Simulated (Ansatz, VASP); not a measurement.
Two plane-wave programs on Se

File INCAR:

```
PREC     = Accurate       # precision mode
ENCUT    = 520            # plane-wave cutoff, eV
EDIFF    = 1E-6           # SCF threshold, eV
ISMEAR   = 0              # smearing method
SIGMA    = 0.15           # smearing width, eV
LREAL    = F              # projectors in reciprocal space
LASPH    = T              # aspherical terms in the spheres
NELM     = 100            # most SCF steps
ALGO     = Normal         # electronic algorithm
ISIF     = 2              # what is computed and relaxed
LWAVE    = F              # write WAVECAR
LCHARG   = T              # write CHGCAR
LELF     = T              # ELF
LVHAR    = T            
NBANDS   = 9              # bands
```

Contents of KPOINTS:

```
regular mesh
0
Gamma
  16 16 16
```

File POSCAR:

```
Se
1.0
    2.8105630200      0.0000000000      0.0000000000
    0.0000000000      2.8105630200      0.0000000000
    0.0000000000      0.0000000000      2.6700348690
Se
1
Direct
    0.0000000000      0.0000000000      0.0000000000
```

Input for Ansatz:

```yaml
crystal:
  lattice:
    - [2.81056302, 0.0, 0.0]
    - [0.0, 2.81056302, 0.0]
    - [0.0, 0.0, 2.670034869]
  atoms:
    - { symbol: Se, position: [0.0, 0.0, 0.0] }
basis:
  ecutwfc: 420
kpoints:
  mp_grid: { grid: [16, 16, 16] }
hamiltonian:
  xc: lda
scf:
  occupations: { method: gaussian, width: 0.15 }
output:
  forces: true
  stress: true
  eigenvalues: true
```

Change from the starting cell: strain -0.0500 x Voigt [0, 0, 1, 0, 0, 0], atoms carried along.

Alike in both runs: task single point; functional LDA; k mesh 16 × 16 × 16; occupations gaussian, width 0.15 eV; no spin polarisation.

|  | VASP | Ansatz |
| --- | --- | --- |
| version | VASP 6.6.1 | Ansatz 0.2.0 |
| potentials or method | VASP PAW LDA potentials, release 64 (Se), cutoff 520 eV | scalar-relativistic, plane waves, PAW |
| valence electrons in the cell | 6 | 16 |

|  | VASP | Ansatz | Ansatz less VASP |
| --- | --- | --- | --- |
| gap on the k mesh at the Fermi level (eV) | none | none | - |
| pressure (GPa) | 1.2 | 1.0 | -0.20 |
| traceless stress, the component that is largest in VASP (GPa) | 3.15 | 3.10 | -0.054 |

LDA's correlation is that of Perdew and Zunger in VASP and of Perdew and Wang (1992) in Ansatz. A gap of «none» marks a metal or a gap that the smearing closes. VASP's potentials hold 6 valence electrons a cell and Ansatz's 16, so a difference there can come from the potentials and not from the codes.
